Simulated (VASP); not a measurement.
# HfC: electric field gradients with LDA

HfC:

```
Hf C
1.0
     0.00000    2.33248    2.33248
     2.33248    0.00000    2.33248
     2.33248    2.33248    0.00000
Hf C
1 1
Direct
  0.00000 0.00000 0.00000
  0.50000 0.50000 0.50000
```

This cell differs from its parent crystal: volume scaled by 1.02.

```yaml
Program: VASP 6.6.1
Task: electric field gradients
Functional: LDA
Potentials_or_basis: VASP PAW LDA potentials, release 64 (Hf_pv, C)
Cutoff: 520 eV
k_mesh: 14 × 14 × 14
Occupations: fermi-dirac, width 0.05 eV
Spin: no spin polarisation
Dipole_correction: no
Further_INCAR_settings: ALGO = Normal; EDIFF = 1e-08; NBANDS = 14
```

The pressure is -13.7 GPa. The band gap on the k mesh is zero (band 7 reaches 6.79 eV, above the bottom of band 8 at 5.37 eV).

Levels at points of the mesh, in eV from the Fermi level:
```csv
k point,band 4,band 5,band 6,band 7,band 8,band 9,band 10,band 11
"(0.00, 0.00, 0.00)",-12.07,1.05,1.05,1.05,1.33,1.33,1.33,3.32
"(0.50, 0.00, 0.00)",-8.29,-6.05,-2.93,-2.93,5.18,5.18,5.66,6.62
"(0.50, 0.50, 0.00)",-10.16,-2.48,-1.77,-0.03,-0.03,5.22,6.57,6.57
```

Run time: 25 s on 1 thread of Intel Xeon 6975P-C, with other jobs on the host, peak memory 0.17 GiB.

Caveat: without QUAD_EFG the Cq values of the log hold for a quadrupole moment of 1 mb, not for the nuclei; spin-orbit coupling is left out, which moves the levels of the heavy elements.
